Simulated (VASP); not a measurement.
# CsCaF3 (P4/mmm) in VASP: single point with LDA

Aim: the single point of CsCaF3 with LDA.

All numbers are computed with VASP 6.6.1; they aren't measurements. Logs are shortened: lines on timing, memory, paths and dates and some standing lists are left out, and cuts for length are marked.

### Step 1. The cell of the first run

Symmetry: P4/mmm, No. 123, tetragonal system. Conventional cell: a = 4.656 Å, b = 4.656 Å, c = 4.385 Å, α = 90.00°, β = 90.00°, γ = 90.00°. Within 4.2 Å of Cs (site symmetry 4/mmm) lie 12 F at 3.20 to 3.29 Å and 8 Ca at 3.96 Å. Within 2.9 Å of Ca (site symmetry 4/mmm) lie 6 F at 2.19 to 2.33 Å. F (site symmetry mmm) has 2 Ca at 2.33 Å and 4 Cs at 3.20 Å and 8 F at 3.20 to 3.29 Å within 3.3 Å. F (site symmetry 4/mmm) has 2 Ca at 2.19 Å within 2.9 Å.

### Step 2. Single point, LDA (strain +0.030 along x and y, -0.030 along z)

Input file INCAR:

```
PREC = Accurate
ENCUT = 520
EDIFF = 1E-6
ISMEAR = 0
SIGMA = 0.05
LREAL = F
LASPH = T
NELM = 100
ALGO = Normal
ISIF = 2
LWAVE = F
LCHARG = F
NBANDS = 28
```

Input file KPOINTS:

```
regular mesh
0
Gamma
  6 6 6
```

Input file POSCAR:

```
CsCaF3
1.0
    4.6561469609      0.0000000000      0.0000000000
    0.0000000000      4.6561469609      0.0000000000
    0.0000000000      0.0000000000      4.3849150991
Cs Ca F
1 1 3
Direct
    0.0000000000      0.0000000000      0.0000000000
    0.5000000000      0.5000000000      0.5000000000
    0.0000000000      0.5000000000      0.5000000000
    0.5000000000      0.0000000000      0.5000000000
    0.5000000000      0.5000000000      0.0000000000
```

Potentials or basis: VASP PAW LDA potentials, release 64 (Cs_sv, Ca_sv, F).

The run is started by

```
> cat potpaw_LDA.64/Cs_sv/POTCAR potpaw_LDA.64/Ca_sv/POTCAR potpaw_LDA.64/F/POTCAR > POTCAR
> mpirun -np 1 vasp_std > vasp.out
```

OUTCAR:

```text
PREC = Accurate
   ENCUT = 520
   EDIFF = 1E-6
   ISMEAR = 0
   LREAL = F
   LASPH = T
   NELM = 100
   ISIF = 2

 ion  position               nearest neighbor table
   1  0.000  0.000  0.000-
   2  0.500  0.500  0.500-   5 2.19   5 2.19   3 2.33   4 2.33   4 2.33   3 2.33
   3  0.000  0.500  0.500-   2 2.33   2 2.33
   4  0.500  0.000  0.500-   2 2.33   2 2.33
   5  0.500  0.500  0.000-   2 2.19   2 2.19

  LATTYP: Found a simple tetragonal cell.
 ALAT       =     4.6561469609
 C/A-ratio  =     0.9417475728

  Lattice vectors:

 A1 = (   4.6561469609,   0.0000000000,   0.0000000000)
 A2 = (   0.0000000000,   4.6561469609,   0.0000000000)
 A3 = (   0.0000000000,   0.0000000000,   4.3849150991)

Analysis of symmetry for initial positions (statically):
=====================================================================
 Subroutine PRICEL returns:
 Original cell was already a primitive cell.

 Routine SETGRP: Setting up the symmetry group for a
 simple tetragonal supercell.

 Subroutine GETGRP returns: Found 16 space group operations
 (whereof 16 operations were pure point group operations)
 out of a pool of 16 trial point group operations.

The static configuration has the point symmetry D_4h.

Analysis of symmetry for dynamics (positions and initial velocities):
=====================================================================
 Subroutine PRICEL returns:
 Original cell was already a primitive cell.

 Routine SETGRP: Setting up the symmetry group for a
 simple tetragonal supercell.

 Subroutine GETGRP returns: Found 16 space group operations
 (whereof 16 operations were pure point group operations)
 out of a pool of 16 trial point group operations.

The dynamic configuration has the point symmetry D_4h.

 Subroutine INISYM returns: Found 16 space group operations
 (whereof 16 operations are pure point group operations),
 and found     1 'primitive' translations

----------------------------------------------------------------------------------------

                                     Primitive cell

  volume of cell :      95.0637

  direct lattice vectors                    reciprocal lattice vectors
[... 89 lines left out ...]
   LSORBIT =      F    spin-orbit coupling
   LASPH  =      T    aspherical Exc in radial PAW
   ENCUT  =  520.0 eV  38.22 Ry    6.18 a.u.   8.66  8.66  8.15*2*pi/ulx,y,z
   NELM   =    100;   NELMIN=  2; NELMDL= -5     # of ELM steps
   EDIFF  = 0.1E-05   stopping-criterion for ELM
   LREAL  =      F    real-space projection
   EDIFFG = 0.1E-04   stopping-criterion for IOM
   NSW    =      0    number of steps for IOM
   IBRION =     -1    ionic relax: 0-MD 1-quasi-New 2-CG
   NFREE  =      0    steps in history (QN), initial steepest desc. (CG)
   ISIF   =      2    stress and relaxation
   ISYM   =      2    0-nonsym 1-usesym 2-fastsym
   POTIM  = 0.5000    time-step for ionic-motion
   TEBEG  =    0.0;   TEEND  =   0.0 temperature during run
   PSTRESS=    0.0 pullay stress
   NELECT =      40.0000    total number of electrons
   NUPDOWN=      -1.0000    fix difference up-down
   EMIN   =  10.00;   EMAX   =-10.00  energy-range for DOS
   EFERMI =   0.00;   METHOD = LEGACY
   ISMEAR =     0;   SIGMA  =   0.05  broadening in eV -4-tet -1-fermi 0-gaus
   EFERMI_NEDOS =   21; number of points for ismear=-14 and -15
   IALGO  =     38    algorithm
   IMIX   =      4    mixing-type and parameters
     AMIX     =   0.40;   BMIX     =  1.00
     AMIX_MAG =   1.60;   BMIX_MAG =  1.00
  volume/ion in A,a.u.               =      19.01       128.30
  Fermi-wavevector in a.u.,A,eV,Ry     =   1.226752  2.318224 20.475674  1.504920
  Thomas-Fermi vector in A             =   2.361741
   LORBIT       =      0    0 simple, 1 ext, 2 COOP (PROOUT), +10 PAW based schemes
   GGA     = CA    functional components
   LHFCALC =     F    Hartree Fock is set to
   AEXX    =    0.0000 exact exchange contribution
   IVDW    =     0    specifies the selected vdW correction
   LEPSILON=     F    determine dielectric tensor
   LRPA    =     F    only Hartree local field effects (RPA)
 non-spin polarized calculation
 Gauss-broadening in eV      SIGMA  =   0.05
  energy-cutoff  :      520.00
  volume of cell :       95.06
 maximum number of plane-waves:      2592
 NGX is ok and might be reduce to    36
   NGX = 17   NGY = 17   NGZ = 17

 number of electron      40.0000015 magnetization

 Free energy of the ion-electron system (eV)
  ---------------------------------------------------
  ext. energy  EPLUGINS =         0.00000000
  ---------------------------------------------------
  free energy    TOTEN  =       -27.78877885 eV

  energy without entropy =      -27.78877885  energy(sigma->0) =      -27.78877885

 E-fermi :  -1.7647     XC(G=0):  -9.5267

 val. band max:       -2.0964644105   @ k =   0.5000   0.5000   0.5000
 cond. band min:       4.4704377999   @ k =   0.0000   0.0000   0.0000
 fundamental gap:      6.5669022104
 Fermi energy:        -1.7647041862

 k-point     1 :       0.0000    0.0000    0.0000
  band No.  band energies     occupation
      1     -37.3681      2.00000
      2     -21.0448      2.00000
      3     -20.7385      2.00000
      4     -20.6139      2.00000
      5     -19.3096      2.00000
      6     -18.8345      2.00000
[... 733 lines left out ...]
     27       8.9376      0.00000
     28       9.2541      0.00000

 [... further k-points ...]

------------------------ aborting loop because EDIFF is reached ----------------------------------------

  FORCE on cell =-STRESS in cart. coord.  units (eV):
  Direction    XX          YY          ZZ          XY          YZ          ZX
  --------------------------------------------------------------------------------------
  -------------------------------------------------------------------------------------
  Total       -3.6795943     -3.6795943     -1.0992428      0.0000000     -0.0000000      0.0000000
  in kB      -62.0148895    -62.0148895    -18.5263416      0.0000000     -0.0000000      0.0000000
  external PRESSURE =     -47.5187069 kB  Pullay stress =       0.0000000 kB

 VOLUME and BASIS-vectors are now :
 -----------------------------------------------------------------------------
  energy-cutoff  :      520.00
  volume of cell :       95.06
      direct lattice vectors                 reciprocal lattice vectors
     4.656146961  0.000000000  0.000000000     0.214769853  0.000000000  0.000000000
     0.000000000  4.656146961  0.000000000     0.000000000  0.214769853  0.000000000
     0.000000000  0.000000000  4.384915099     0.000000000  0.000000000  0.228054587

 POSITION                                       TOTAL-FORCE (eV/Angst)
 -----------------------------------------------------------------------------------
      0.00000      0.00000      0.00000         0.000000      0.000000      0.000000
      2.32807      2.32807      2.19246         0.000000      0.000000      0.000000
      0.00000      2.32807      2.19246         0.000000      0.000000      0.000000
      2.32807      0.00000      2.19246         0.000000      0.000000      0.000000
      2.32807      2.32807      0.00000         0.000000      0.000000      0.000000
 -----------------------------------------------------------------------------------
    total drift:                                0.000000      0.000000      0.000000

  FREE ENERGIE OF THE ION-ELECTRON SYSTEM (eV)
  ---------------------------------------------------
  free  energy   TOTEN  =       -27.7887788526 eV

  energy  without entropy=      -27.7887788526  energy(sigma->0) =      -27.78877885
```

stdout:

```text
POSCAR found type information on POSCAR CsCaF
 POSCAR found :  3 types and       5 ions
 scaLAPACK will be used
 LDA part: xc-table for (Slater(with rela. corr.)+CA(PZ))
 , standard interpolation
 POSCAR, INCAR and KPOINTS ok, starting setup
 FFT: planning ... GRIDC
 FFT: planning ... GRID_SOFT
 FFT: planning ... GRID
 WAVECAR not read
 entering main loop
```

Wall time 2.7 min (1 thread of Intel Xeon 8259CL, shared host); peak memory 0.24 GiB.

What came out:

```yaml
Free_energy: -27.7888 eV
Pressure: -4.8 GPa
Band_gap_on_the_k_mesh: 6.57 eV (least direct gap 6.59 eV)
```

Levels at points of the mesh, in eV from the valence-band top:
```csv
k point,band 16,band 17,band 18,band 19,band 20,band 21,band 22,band 23,band 24,band 25
"(0.00, 0.00, 0.00)",-0.44,-0.32,-0.07,-0.07,-0.03,6.57,7.81,7.94,8.07,8.34
"(0.50, 0.00, 0.00)",-0.55,-0.32,-0.31,-0.31,-0.28,8.25,8.73,8.73,9.17,9.25
"(0.50, 0.50, 0.00)",-0.60,-0.60,-0.47,-0.47,-0.04,8.50,8.79,8.87,8.87,10.06
"(0.00, 0.00, 0.50)",-0.69,-0.64,-0.52,-0.27,-0.27,8.40,8.64,9.11,9.43,9.43
"(0.50, 0.00, 0.50)",-0.68,-0.54,-0.13,-0.12,-0.06,8.35,8.68,8.85,9.02,10.53
"(0.50, 0.50, 0.50)",-0.72,-0.35,-0.02,0.00,0.00,8.56,8.63,8.63,9.66,9.86
```

Caveat: the cell differs from its parent crystal (strain +0.030 along x and y, -0.030 along z); the cell stands under tension; spin-orbit coupling is left out, which moves the levels of the heavy elements.
